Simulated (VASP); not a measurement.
# Se (P4_12_12) in VASP: notebook, part 3 of 3

VASP 6.6.1. The steps go on from the part before.

## (4) Single point, PBE

INCAR

```
ALGO = Normal
EDIFF = 1E-6
ENCUT = 520
GGA = PE
ISIF = 2
ISMEAR = 0
LASPH = T
LCHARG = T
LELF = T
LREAL = F
LVHAR = T
LWAVE = F
NBANDS = 20
NELM = 100
PREC = Accurate
SIGMA = 0.1
```

KPOINTS

```
k-points
0
Gamma
  4 4 4
```

POSCAR

```
Se
1.0
    3.8116881631      0.0000000000      0.0000000000
    0.0000000000      3.8116881631      0.0000000000
    0.0000000000      0.0000000000      6.6145081280
Se
4
Direct
    0.1158076011      0.1158076011      0.5000000000
    0.3841923989      0.6158076011      0.7500000000
    0.6158076011      0.3841923989      0.2500000000
    0.8841923989      0.8841923989      0.0000000000
```

Potentials or basis: VASP PAW PBE potentials, release 64 (Se).

Launch:

```
> cat potpaw_PBE.64/Se/POTCAR > POTCAR
> mpirun -np 1 vasp_std > vasp.out
```

OUTCAR:

```text
EDIFF = 1E-6
   ENCUT = 520
   GGA = PE
   ISIF = 2
   ISMEAR = 0
   LASPH = T
   LREAL = F
   NELM = 100
   PREC = Accurate

 ion  position               nearest neighbor table
   1  0.116  0.116  0.500-   2 2.72   3 2.72   2 2.72   3 2.72
   2  0.384  0.616  0.750-   1 2.72   4 2.72   1 2.72   4 2.72
   3  0.616  0.384  0.250-   1 2.72   4 2.72   4 2.72   1 2.72
   4  0.884  0.884  0.000-   2 2.72   3 2.72   3 2.72   2 2.72

  LATTYP: Found a simple tetragonal cell.
 ALAT       =     3.8116881631
 C/A-ratio  =     1.7353224726

  Lattice vectors:

 A1 = (   3.8116881631,   0.0000000000,   0.0000000000)
 A2 = (   0.0000000000,   3.8116881631,   0.0000000000)
 A3 = (   0.0000000000,   0.0000000000,   6.6145081280)

Analysis of symmetry for initial positions (statically):
=====================================================================
 Subroutine PRICEL returns:
 Original cell was already a primitive cell.

 Routine SETGRP: Setting up the symmetry group for a
 simple tetragonal supercell.

 Subroutine GETGRP returns: Found  8 space group operations
 (whereof  2 operations were pure point group operations)
 out of a pool of 16 trial point group operations.

The static configuration has the point symmetry C_2 .
 The point group associated with its full space group is D_4 .

Analysis of symmetry for dynamics (positions and initial velocities):
=====================================================================
 Subroutine PRICEL returns:
 Original cell was already a primitive cell.

 Routine SETGRP: Setting up the symmetry group for a
 simple tetragonal supercell.

 Subroutine GETGRP returns: Found  8 space group operations
 (whereof  2 operations were pure point group operations)
 out of a pool of 16 trial point group operations.

The dynamic configuration has the point symmetry C_2 .
 The point group associated with its full space group is D_4 .

 Subroutine INISYM returns: Found  8 space group operations
 (whereof  2 operations are pure point group operations),
 and found     1 'primitive' translations

----------------------------------------------------------------------------------------

                                     Primitive cell

  volume of cell :      96.1020

  direct lattice vectors                    reciprocal lattice vectors
     3.811688163  0.000000000  0.000000000     0.262350947  0.000000000  0.000000000
     0.000000000  3.811688163  0.000000000     0.000000000  0.262350947  0.000000000
     0.000000000  0.000000000  6.614508128     0.000000000  0.000000000  0.151182821

  length of vectors
     3.811688163  3.811688163  6.614508128     0.262350947  0.262350947  0.151182821

  position of ions in fractional coordinates (direct lattice)
     0.115807601  0.115807601  0.500000000
     0.384192399  0.615807601  0.750000000
     0.615807601  0.384192399  0.250000000
     0.884192399  0.884192399  0.000000000

  ion indices of the primitive-cell ions
   primitive index   ion index
                 1           1
                 2           2
                 3           3
                 4           4

----------------------------------------------------------------------------------------

 KPOINTS: k-points

Automatic generation of k-mesh.
 Grid dimensions read from file:
 generate k-points for:    4    4    4

 Generating k-lattice:

  Cartesian coordinates                     Fractional coordinates (reciprocal lattice)
     0.065587737  0.000000000  0.000000000     0.250000000  0.000000000  0.000000000
     0.000000000  0.065587737  0.000000000     0.000000000  0.250000000  0.000000000
     0.000000000  0.000000000  0.037795705     0.000000000  0.000000000  0.250000000

  Length of vectors
     0.065587737  0.065587737  0.037795705

  Shift w.r.t. Gamma in fractional coordinates (k-lattice)
     0.000000000  0.000000000  0.000000000

 Subroutine IBZKPT returns following result:
 ===========================================

 Found     18 irreducible k-points:

 Following reciprocal coordinates:
            Coordinates               Weight
  0.000000  0.000000  0.000000      1.000000
  0.250000  0.000000  0.000000      4.000000
  0.500000  0.000000  0.000000      2.000000
  0.250000  0.250000  0.000000      4.000000
  0.500000  0.250000  0.000000      4.000000
  0.500000  0.500000  0.000000      1.000000
[... 10 lines left out ...]
  0.500000  0.250000  0.500000      4.000000
  0.500000  0.500000  0.500000      1.000000
   k-points           NKPTS =     18   k-points in BZ     NKDIM =     18   number of bands    NBANDS=     20
   number of dos      NEDOS =    301   number of ions     NIONS =      4
   total plane-waves  NPLWV =  39200
   dimension x,y,z NGX =    28 NGY =   28 NGZ =   50
   dimension x,y,z NGXF=    56 NGYF=   56 NGZF=  100
   ions per type =               4
   NGX,Y,Z   is equivalent  to a cutoff of  12.21, 12.21, 12.57 a.u.
   NGXF,Y,Z  is equivalent  to a cutoff of  24.42, 24.42, 25.13 a.u.
 SYSTEM =  unknown system
   PREC   = accura    normal or accurate (medium, high low for compatibility)
   ISTART =      0    job   : 0-new  1-cont  2-samecut
   ICHARG =      2    charge: 1-file 2-atom 10-const
   ISPIN  =      1    spin polarized calculation?
   LNONCOLLINEAR =      F non collinear calculations
   LSORBIT =      F    spin-orbit coupling
   LASPH  =      T    aspherical Exc in radial PAW
   ENCUT  =  520.0 eV  38.22 Ry    6.18 a.u.   7.09  7.09 12.30*2*pi/ulx,y,z
   NELM   =    100;   NELMIN=  2; NELMDL= -5     # of ELM steps
   EDIFF  = 0.1E-05   stopping-criterion for ELM
   LREAL  =      F    real-space projection
   EDIFFG = 0.1E-04   stopping-criterion for IOM
   NSW    =      0    number of steps for IOM
   IBRION =     -1    ionic relax: 0-MD 1-quasi-New 2-CG
   NFREE  =      0    steps in history (QN), initial steepest desc. (CG)
   ISIF   =      2    stress and relaxation
   ISYM   =      2    0-nonsym 1-usesym 2-fastsym
   POTIM  = 0.5000    time-step for ionic-motion
   TEBEG  =    0.0;   TEEND  =   0.0 temperature during run
   PSTRESS=    0.0 pullay stress
   NELECT =      24.0000    total number of electrons
   NUPDOWN=      -1.0000    fix difference up-down
   EMIN   =  10.00;   EMAX   =-10.00  energy-range for DOS
   EFERMI =   0.00;   METHOD = LEGACY
   ISMEAR =     0;   SIGMA  =   0.10  broadening in eV -4-tet -1-fermi 0-gaus
   EFERMI_NEDOS =   21; number of points for ismear=-14 and -15
   IALGO  =     38    algorithm
   IMIX   =      4    mixing-type and parameters
     AMIX     =   0.40;   BMIX     =  1.00
     AMIX_MAG =   1.60;   BMIX_MAG =  1.00
  volume/ion in A,a.u.               =      24.03       162.13
  Fermi-wavevector in a.u.,A,eV,Ry     =   1.030943  1.948199 14.460852  1.062843
  Thomas-Fermi vector in A             =   2.165066
   LORBIT       =      0    0 simple, 1 ext, 2 COOP (PROOUT), +10 PAW based schemes
   GGA     = PE    functional components
   LHFCALC =     F    Hartree Fock is set to
   AEXX    =    0.0000 exact exchange contribution
   IVDW    =     0    specifies the selected vdW correction
   LEPSILON=     F    determine dielectric tensor
   LRPA    =     F    only Hartree local field effects (RPA)
 non-spin polarized calculation
 Gauss-broadening in eV      SIGMA  =   0.10
  energy-cutoff  :      520.00
  volume of cell :       96.10
 maximum number of plane-waves:      2600
   NGX = 15   NGY = 15   NGZ = 25

 number of electron      23.9999992 magnetization

 Free energy of the ion-electron system (eV)
  ---------------------------------------------------
  ext. energy  EPLUGINS =         0.00000000
  ---------------------------------------------------
  free energy    TOTEN  =       -12.93405627 eV

  energy without entropy =      -12.93058675  energy(sigma->0) =      -12.93232151

 E-fermi :   4.2456     XC(G=0):  -9.6222

 val. band max:        4.2096524234   @ k =   0.0000   0.0000   0.0000
 cond. band min:       4.2991980783   @ k =   0.0000   0.0000   0.5000
 fundamental gap:      0.0895456549
 Fermi energy:         4.2456413239

 k-point     1 :       0.0000    0.0000    0.0000
  band No.  band energies     occupation
      1     -11.7777      2.00000
      2      -9.4032      2.00000
      3      -9.4032      2.00000
      4      -6.2666      2.00000
      5       0.4115      2.00000
      6       0.7362      2.00000
[... 403 lines left out ...]
     19      12.8694      0.00000
     20      12.8694      0.00000

------------------------ aborting loop because EDIFF is reached ----------------------------------------

  FORCE on cell =-STRESS in cart. coord.  units (eV):
  Direction    XX          YY          ZZ          XY          YZ          ZX
  --------------------------------------------------------------------------------------
  -------------------------------------------------------------------------------------
  Total        0.1552598      0.1552598      0.2285590      0.0000000      0.0000000      0.0000000
  in kB        2.5884347      2.5884347      3.8104531      0.0000000      0.0000000      0.0000000
  external PRESSURE =       2.9957741 kB  Pullay stress =       0.0000000 kB

 VOLUME and BASIS-vectors are now :
 -----------------------------------------------------------------------------
  energy-cutoff  :      520.00
  volume of cell :       96.10
      direct lattice vectors                 reciprocal lattice vectors
     3.811688163  0.000000000  0.000000000     0.262350947  0.000000000  0.000000000
     0.000000000  3.811688163  0.000000000     0.000000000  0.262350947  0.000000000
     0.000000000  0.000000000  6.614508128     0.000000000  0.000000000  0.151182821

 POSITION                                       TOTAL-FORCE (eV/Angst)
 -----------------------------------------------------------------------------------
      0.44142      0.44142      3.30725        -0.001196     -0.001196     -0.000000
      1.46442      2.34727      4.96088         0.001196     -0.001196      0.000000
      2.34727      1.46442      1.65363        -0.001196      0.001196     -0.000000
      3.37027      3.37027      0.00000         0.001196      0.001196     -0.000000
 -----------------------------------------------------------------------------------
    total drift:                                0.000000     -0.000000     -0.000000

  FREE ENERGIE OF THE ION-ELECTRON SYSTEM (eV)
  ---------------------------------------------------
  free  energy   TOTEN  =       -12.9340562669 eV

  energy  without entropy=      -12.9305867460  energy(sigma->0) =      -12.93232151
```

stdout:

```text
POSCAR found type information on POSCAR Se
 POSCAR found :  1 types and       4 ions
 scaLAPACK will be used
 LDA part: xc-table for (Slater+PW92), standard interpolation
 POSCAR, INCAR and KPOINTS ok, starting setup
 FFT: planning ... GRIDC
 FFT: planning ... GRID_SOFT
 FFT: planning ... GRID
 WAVECAR not read
 entering main loop
```

Run time: 12 s. Hardware: 1 thread of Intel Xeon 6975P-C (Granite Rapids), shared host; peak memory 0.18 GiB.

Results:

| Quantity | Value |
| --- | --- |
| Free energy | -12.9341 eV |
| Pressure | 0.3 GPa |
| Band gap on the k mesh | 0.09 eV, indirect (least direct gap 0.35 eV) |

A k mesh can miss the band edges.

## (5) Relaxation of cell and atoms, PBE

This run uses another cell than the first one, of 32.22 Å³/atom, 1.341 times its volume.

INCAR

```
PREC = Accurate
ENCUT = 600
EDIFF = 1E-6
ISMEAR = 0
SIGMA = 0.1
LREAL = F
LASPH = T
NELM = 100
ALGO = Normal
ISIF = 3
LWAVE = F
LCHARG = F
GGA = PE
IBRION = 2
NSW = 90
EDIFFG = -0.04
```

KPOINTS

```
Automatic mesh
0
Gamma
  4 4 4
```

POSCAR

```
Se
1.0
    4.5712975285      0.0000000000      0.0000000000
    0.0000000000      4.5712975285      0.0000000000
    0.0000000000      0.0000000000      6.1676865541
Se
4
Direct
    0.0780300000      0.0780300000      0.5000000000
    0.4219700000      0.5780300000      0.7500000000
    0.5780300000      0.4219700000      0.2500000000
    0.9219700000      0.9219700000      0.0000000000
```

Launch:

```
> cat potpaw_PBE.64/Se/POTCAR > POTCAR
> mpirun -np 1 vasp_std > vasp.out
```

Run time: 2.1 min. Hardware: 1 thread of Intel Xeon 6975P-C (Granite Rapids), shared host; peak memory 0.29 GiB.

Results (log left out):

```yaml
Free_energy: -12.9347 eV
Relaxed_volume: 24.52 Å³/atom
Relaxed_cell: a = 3.835 Å, b = 3.835 Å, c = 6.670 Å, α = 90.00°, β = 90.00°, γ = 90.00°
Space_group_after_relaxing_to_0.05_Å: P4_12_12 (No. 92)
Energy_gained_by_relaxing: 533.8 meV/atom
Ionic_steps: 11
Pressure_after_relaxing: -0.2 GPa
Largest_force_after_relaxing: 0.015 eV/Å
Band_gap_on_the_k_mesh: zero (filled and empty bands overlap)
```

Forces in eV/Å, atoms in the order of the input:
```
Se  -0.011 -0.011  0.000
Se   0.011 -0.011  0.000
Se  -0.011  0.011  0.000
Se   0.011  0.011  0.000
```

Step by step:
```tsv
step	energy change (eV)	largest force (eV/Å)	pressure (GPa)	volume (Å³)
1	0.0000	0.9604	-9.71	128.88
2	-1.6370	0.6993	-1.83	95.78
3	-1.6655	0.6175	0.53	92.17
4	-1.7983	0.4301	0.91	91.67
5	-1.9742	0.1481	4.35	89.72
6	-2.0696	0.0651	2.05	93.17
7	-2.1218	0.0449	-0.49	97.94
8	-2.1224	0.0586	-0.78	98.55
9	-2.1289	0.0344	-0.62	98.42
10	-2.1348	0.0075	-0.30	98.15
11	-2.1350	0.0154	-0.23	98.09
```

Final structure:
```cif
data_structure
_symmetry_space_group_name_H-M 'P 1'
_symmetry_Int_Tables_number 1
_cell_length_a 3.8348
_cell_length_b 3.8348
_cell_length_c 6.6703
_cell_angle_alpha 90.000
_cell_angle_beta 90.000
_cell_angle_gamma 90.000
_cell_volume 98.09
loop_
_atom_site_label
_atom_site_type_symbol
_atom_site_fract_x
_atom_site_fract_y
_atom_site_fract_z
_atom_site_occupancy
Se1 Se 0.12041 0.12041 0.50000 1
Se2 Se 0.37959 0.62041 0.75000 1
Se3 Se 0.62041 0.37959 0.25000 1
Se4 Se 0.87959 0.87959 0.00000 1
```

Levels at points of the mesh, in eV from the Fermi level:
| k point | band 10 | band 11 | band 12 | band 13 | band 14 | band 15 |
| --- | --- | --- | --- | --- | --- | --- |
| (0.00, 0.00, 0.00) | -2.66 | -2.66 | 0.02 | 0.67 | 0.67 | 0.89 |
| (0.50, 0.00, 0.00) | -2.03 | -0.86 | -0.86 | 0.13 | 0.13 | 1.67 |
| (0.50, 0.50, 0.00) | -3.28 | -2.94 | -2.94 | 1.51 | 1.51 | 2.50 |
| (0.00, 0.00, 0.50) | -2.03 | -0.34 | -0.34 | 0.01 | 0.01 | 0.36 |
| (0.50, 0.00, 0.50) | -2.94 | -0.67 | -0.67 | 0.98 | 0.98 | 1.61 |
| (0.50, 0.50, 0.50) | -2.00 | -2.00 | -2.00 | 0.56 | 0.56 | 0.56 |

Caveat: the volume moved by over 15 % at a fixed basis, so the end points are rough.

## (6) Summary

| task | cell | k mesh | cutoff (eV) | smearing | gap on the mesh (eV) | pressure (GPa) | relaxed volume (Å³/atom) |
| --- | --- | --- | --- | --- | --- | --- | --- |
| single point | a = 3.818, b = 3.818, c = 6.593 Å, 4 atoms | 10 × 10 × 6 | 520 | gaussian 0.01 eV | none | 0.0 | - |
| relaxation of cell and atoms | relaxed from a = 3.812, b = 3.812, c = 6.615 Å, 4 atoms | 10 × 10 × 6 | 600 | gaussian 0.01 eV | none | 0.0 | 24.03 |
| single point | a = 3.812, b = 3.812, c = 6.615 Å, 4 atoms | 4 × 4 × 4 | 520 | gaussian 0.1 eV | 0.09 | 0.3 | - |
| relaxation of cell and atoms | relaxed from a = 4.571, b = 4.571, c = 6.168 Å, 4 atoms | 4 × 4 × 4 | 600 | gaussian 0.1 eV | none | -0.2 | 24.52 |

Alike in all rows: level PBE; potentials or basis VASP PAW PBE potentials, release 64 (Se); no spin polarisation.

Caveats: the volume moved by over 15 % at a fixed basis, so the end points are rough (some runs).

Absolute energies hang on the potentials; compare differences alone.
